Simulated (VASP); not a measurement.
# BAs (hm.bA) (F-43m) in VASP: single point with PBE

Aim: the single point of BAs (hm.bA) with PBE.

Everything below comes from runs of VASP 6.6.1. Logs are shortened: lines on timing, memory, paths and dates and some standing lists are left out, and cuts for length are marked.

### Step 1. The cell of the first run

Symmetry: F-43m, No. 216, cubic system. Conventional cell: a = 4.809 Å, b = 4.809 Å, c = 4.809 Å, α = 90.00°, β = 90.00°, γ = 90.00°. B (site symmetry -43m) has 4 As at 2.08 Å within 2.8 Å. Within 2.8 Å of As (site symmetry -43m) lie 4 B at 2.08 Å.

### Step 2. Single point, PBE

Input file INCAR:

```
  PREC = Accurate
  ENCUT = 500
  EDIFF = 1E-6
  ISMEAR = 0
  SIGMA = 0.02
  LREAL = False
  LASPH = True
  NELM = 120
  ALGO = Normal
  ISIF = 2
  LWAVE = False
  LCHARG = False
  GGA = PE
  NBANDS = 11
  GGA_COMPAT = False
```

Input file KPOINTS:

```
Automatic mesh
0
Gamma
  10 10 10
```

Input file POSCAR:

```
BAs
1.0
    0.0000000000      2.4045448519      2.4045448519
    2.4045448519      0.0000000000      2.4045448519
    2.4045448519      2.4045448519      0.0000000000
B As
1 1
Direct
    0.0000000000      0.0000000000      0.0000000000
    0.2500000000      0.2500000000      0.2500000000
```

Potentials or basis: VASP PAW PBE potentials, release 64 (B, As).

Run with:

```sh
cat potpaw_PBE.64/B/POTCAR potpaw_PBE.64/As/POTCAR > POTCAR
mpirun -np 1 vasp_std > vasp.out
```

OUTCAR:

```text
PREC = Accurate
   ENCUT = 500
   EDIFF = 1E-6
   ISMEAR = 0
   LREAL = False
   LASPH = True
   NELM = 120
   ISIF = 2
   GGA = PE

 ion  position               nearest neighbor table
   1  0.000  0.000  0.000-   2 2.08   2 2.08   2 2.08   2 2.08
   2  0.250  0.250  0.250-   1 2.08   1 2.08   1 2.08   1 2.08

  LATTYP: Found a face centered cubic cell.
 ALAT       =     4.8090897038

  Lattice vectors:

 A1 = (   0.0000000000,   2.4045448519,   2.4045448519)
 A2 = (   2.4045448519,   0.0000000000,   2.4045448519)
 A3 = (   2.4045448519,   2.4045448519,   0.0000000000)

Analysis of symmetry for initial positions (statically):
=====================================================================
 Subroutine PRICEL returns:
 Original cell was already a primitive cell.

 Routine SETGRP: Setting up the symmetry group for a
 face centered cubic supercell.

 Subroutine GETGRP returns: Found 24 space group operations
 (whereof 24 operations were pure point group operations)
 out of a pool of 48 trial point group operations.

The static configuration has the point symmetry T_d .

Analysis of symmetry for dynamics (positions and initial velocities):
=====================================================================
 Subroutine PRICEL returns:
 Original cell was already a primitive cell.

 Routine SETGRP: Setting up the symmetry group for a
 face centered cubic supercell.

 Subroutine GETGRP returns: Found 24 space group operations
 (whereof 24 operations were pure point group operations)
 out of a pool of 48 trial point group operations.

The dynamic configuration has the point symmetry T_d .

 Subroutine INISYM returns: Found 24 space group operations
 (whereof 24 operations are pure point group operations),
 and found     1 'primitive' translations

----------------------------------------------------------------------------------------

                                     Primitive cell

  volume of cell :      27.8054

  direct lattice vectors                    reciprocal lattice vectors
     0.000000000  2.404544852  2.404544852    -0.207939561  0.207939561  0.207939561
     2.404544852  0.000000000  2.404544852     0.207939561 -0.207939561  0.207939561
     2.404544852  2.404544852  0.000000000     0.207939561  0.207939561 -0.207939561

  length of vectors
     3.400539941  3.400539941  3.400539941     0.360161884  0.360161884  0.360161884

  position of ions in fractional coordinates (direct lattice)
     0.000000000  0.000000000  0.000000000
     0.250000000  0.250000000  0.250000000

  ion indices of the primitive-cell ions
   primitive index   ion index
                 1           1
                 2           2

----------------------------------------------------------------------------------------

 KPOINTS: Automatic mesh

Automatic generation of k-mesh.
 Grid dimensions read from file:
 generate k-points for:   10   10   10

 Generating k-lattice:

  Cartesian coordinates                     Fractional coordinates (reciprocal lattice)
    -0.020793956  0.020793956  0.020793956     0.100000000  0.000000000  0.000000000
     0.020793956 -0.020793956  0.020793956     0.000000000  0.100000000  0.000000000
     0.020793956  0.020793956 -0.020793956     0.000000000  0.000000000  0.100000000

  Length of vectors
     0.036016188  0.036016188  0.036016188

  Shift w.r.t. Gamma in fractional coordinates (k-lattice)
     0.000000000  0.000000000  0.000000000

 Subroutine IBZKPT returns following result:
 ===========================================

 Found     47 irreducible k-points:

 Following reciprocal coordinates:
            Coordinates               Weight
  0.000000  0.000000  0.000000      1.000000
  0.100000  0.000000  0.000000      8.000000
  0.200000  0.000000  0.000000      8.000000
  0.300000  0.000000  0.000000      8.000000
  0.400000  0.000000  0.000000      8.000000
  0.500000  0.000000  0.000000      4.000000
[... 16 lines left out ...]
  0.300000  0.300000  0.000000      6.000000
  0.400000  0.300000  0.000000     24.000000
 [... further k-points ...]
   k-points           NKPTS =     47   k-points in BZ     NKDIM =     47   number of bands    NBANDS=     11
   number of dos      NEDOS =    301   number of ions     NIONS =      2
   total plane-waves  NPLWV =  21952
   dimension x,y,z NGX =    28 NGY =   28 NGZ =   28
   dimension x,y,z NGXF=    56 NGYF=   56 NGZF=   56
   ions per type =               1   1
   NGX,Y,Z   is equivalent  to a cutoff of  13.69, 13.69, 13.69 a.u.
   NGXF,Y,Z  is equivalent  to a cutoff of  27.38, 27.38, 27.38 a.u.
 SYSTEM =  unknown system
   PREC   = accura    normal or accurate (medium, high low for compatibility)
   ISTART =      0    job   : 0-new  1-cont  2-samecut
   ICHARG =      2    charge: 1-file 2-atom 10-const
   ISPIN  =      1    spin polarized calculation?
   LNONCOLLINEAR =      F non collinear calculations
   LSORBIT =      F    spin-orbit coupling
   LASPH  =      T    aspherical Exc in radial PAW
   ENCUT  =  500.0 eV  36.75 Ry    6.06 a.u.   6.20  6.20  6.20*2*pi/ulx,y,z
   NELM   =    120;   NELMIN=  2; NELMDL= -5     # of ELM steps
   EDIFF  = 0.1E-05   stopping-criterion for ELM
   LREAL  =      F    real-space projection
   EDIFFG = 0.1E-04   stopping-criterion for IOM
   NSW    =      0    number of steps for IOM
   IBRION =     -1    ionic relax: 0-MD 1-quasi-New 2-CG
   NFREE  =      0    steps in history (QN), initial steepest desc. (CG)
   ISIF   =      2    stress and relaxation
   ISYM   =      2    0-nonsym 1-usesym 2-fastsym
   POTIM  = 0.5000    time-step for ionic-motion
   TEBEG  =    0.0;   TEEND  =   0.0 temperature during run
   PSTRESS=    0.0 pullay stress
   NELECT =       8.0000    total number of electrons
   NUPDOWN=      -1.0000    fix difference up-down
   EMIN   =  10.00;   EMAX   =-10.00  energy-range for DOS
   EFERMI =   0.00;   METHOD = LEGACY
   ISMEAR =     0;   SIGMA  =   0.02  broadening in eV -4-tet -1-fermi 0-gaus
   EFERMI_NEDOS =   21; number of points for ismear=-14 and -15
   IALGO  =     38    algorithm
   IMIX   =      4    mixing-type and parameters
     AMIX     =   0.40;   BMIX     =  1.00
     AMIX_MAG =   1.60;   BMIX_MAG =  1.00
  volume/ion in A,a.u.               =      13.90        93.82
  Fermi-wavevector in a.u.,A,eV,Ry     =   1.080758  2.042337 15.892131  1.168039
  Thomas-Fermi vector in A             =   2.216758
   LORBIT       =      0    0 simple, 1 ext, 2 COOP (PROOUT), +10 PAW based schemes
   GGA     = PE    functional components
   LHFCALC =     F    Hartree Fock is set to
   AEXX    =    0.0000 exact exchange contribution
   IVDW    =     0    specifies the selected vdW correction
   LEPSILON=     F    determine dielectric tensor
   LRPA    =     F    only Hartree local field effects (RPA)
 non-spin polarized calculation
 Gauss-broadening in eV      SIGMA  =   0.02
  energy-cutoff  :      500.00
  volume of cell :       27.81
 maximum number of plane-waves:       725
 NGX is ok and might be reduce to    28
   NGX = 13   NGY = 13   NGZ = 13

 number of electron       8.0000000 magnetization

 Free energy of the ion-electron system (eV)
  ---------------------------------------------------
  ext. energy  EPLUGINS =         0.00000000
  ---------------------------------------------------
  free energy    TOTEN  =       -11.41314885 eV

  energy without entropy =      -11.41314885  energy(sigma->0) =      -11.41314885

 E-fermi :   6.0352     XC(G=0): -10.4974

 val. band max:        5.9065131439   @ k =   0.0000   0.0000   0.0000
 cond. band min:       7.1025555365   @ k =   0.4000   0.4000   0.0000
 fundamental gap:      1.1960423926
 Fermi energy:         6.0351551764

 k-point     1 :       0.0000    0.0000    0.0000
  band No.  band energies     occupation
      1      -9.3130      2.00000
      2       5.9065      2.00000
      3       5.9065      2.00000
      4       5.9065      2.00000
      5       9.1581      0.00000
      6       9.1581      0.00000
      7       9.1581      0.00000
      8      10.3393      0.00000
      9      15.3928      0.00000
     10      18.7763      0.00000
     11      18.7763      0.00000

 k-point     2 :       0.1000    0.0000    0.0000
  band No.  band energies     occupation
      1      -9.1518      2.00000
      2       4.5227      2.00000
      3       5.6119      2.00000
      4       5.6119      2.00000
      5       9.2612      0.00000
      6       9.5468      0.00000
      7       9.5468      0.00000
      8      11.2587      0.00000
      9      16.0237      0.00000
     10      17.7336      0.00000
     11      17.7336      0.00000

 k-point     3 :       0.2000    0.0000    0.0000
  band No.  band energies     occupation
      1      -8.6768      2.00000
      2       2.1899      2.00000
      3       5.0486      2.00000
      4       5.0486      2.00000
      5       9.0158      0.00000
      6      10.2531      0.00000
      7      10.2531      0.00000
      8      12.9242      0.00000
      9      17.0191      0.00000
     10      17.0239      0.00000
     11      17.0239      0.00000

 k-point     4 :       0.3000    0.0000    0.0000
  band No.  band energies     occupation
      1      -7.9251      2.00000
      2      -0.0636      2.00000
      3       4.5493      2.00000
      4       4.5493      2.00000
      5       8.7335      0.00000
      6      10.6594      0.00000
      7      10.6594      0.00000
      8      14.2401      0.00000
      9      17.1384      0.00000
     10      17.4524      0.00000
     11      17.4524      0.00000
[... 239 lines left out ...]
 k-point    22 :      -0.2000    0.2000    0.0000
  band No.  band energies     occupation
      1      -7.6669      2.00000
      2       0.4883      2.00000
      3       1.9179      2.00000
      4       4.6378      2.00000
      5       9.7636      0.00000
      6      10.9714      0.00000
      7      11.8343      0.00000
      8      12.8130      0.00000
      9      15.7626      0.00000
     10      18.4026      0.00000
     11      19.8806      0.00000

 k-point    23 :       0.3000    0.3000    0.0000
  band No.  band energies     occupation
      1      -7.4346      2.00000
      2       0.7213      2.00000
      3       2.7844      2.00000
      4       2.7844      2.00000
      5       7.3160      0.00000
      6       9.5520      0.00000
      7      14.2333      0.00000
      8      14.2333      0.00000
      9      16.7262      0.00000
     10      20.7416      0.00000
     11      20.8974      0.00000

 k-point    24 :       0.4000    0.3000    0.0000
  band No.  band energies     occupation
      1      -6.7236      2.00000
      2      -0.4976      2.00000
      3       2.0131      2.00000
      4       2.4928      2.00000
      5       7.6131      0.00000
      6       9.2947      0.00000
      7      14.6002      0.00000
      8      14.8437      0.00000
      9      17.7856      0.00000
     10      21.4686      0.00000
     11      21.6479      0.00000

 [... further k-points ...]
[... 5 lines left out ...]
  --------------------------------------------------------------------------------------
  -------------------------------------------------------------------------------------
  Total        0.1064520      0.1064520      0.1064520      0.0000000      0.0000000     -0.0000000
  in kB        6.1338867      6.1338867      6.1338867      0.0000000      0.0000000     -0.0000000
  external PRESSURE =       6.1338867 kB  Pullay stress =       0.0000000 kB

 VOLUME and BASIS-vectors are now :
 -----------------------------------------------------------------------------
  energy-cutoff  :      500.00
  volume of cell :       27.81
      direct lattice vectors                 reciprocal lattice vectors
     0.000000000  2.404544852  2.404544852    -0.207939561  0.207939561  0.207939561
     2.404544852  0.000000000  2.404544852     0.207939561 -0.207939561  0.207939561
     2.404544852  2.404544852  0.000000000     0.207939561  0.207939561 -0.207939561

 POSITION                                       TOTAL-FORCE (eV/Angst)
 -----------------------------------------------------------------------------------
      0.00000      0.00000      0.00000        -0.000000     -0.000000     -0.000000
      1.20227      1.20227      1.20227         0.000000      0.000000      0.000000
 -----------------------------------------------------------------------------------
    total drift:                               -0.000000     -0.000000     -0.000000

  FREE ENERGIE OF THE ION-ELECTRON SYSTEM (eV)
  ---------------------------------------------------
  free  energy   TOTEN  =       -11.4131488493 eV

  energy  without entropy=      -11.4131488493  energy(sigma->0) =      -11.41314885
```

Run time: 14 s. Hardware: 1 thread of Intel Xeon Platinum 8488C (Sapphire Rapids), shared host; peak memory 0.16 GiB.

What came out:

* Free energy: -11.4131 eV
* Pressure: 0.6 GPa
* Band gap on the k mesh: 1.20 eV, indirect (least direct gap 3.25 eV)

Levels at points of the mesh, in eV from the valence-band top:
| k point | band 1 | band 2 | band 3 | band 4 | band 5 | band 6 | band 7 | band 8 |
| --- | --- | --- | --- | --- | --- | --- | --- | --- |
| (0.00, 0.00, 0.00) | -15.22 | 0.00 | 0.00 | 0.00 | 3.25 | 3.25 | 3.25 | 4.43 |
| (0.50, 0.00, 0.00) | -12.42 | -8.64 | -1.79 | -1.79 | 2.58 | 4.76 | 4.76 | 8.82 |
| (0.50, 0.50, 0.00) | -11.13 | -8.42 | -4.00 | -4.00 | 1.45 | 1.46 | 11.18 | 11.18 |

A k mesh can miss the band edges.
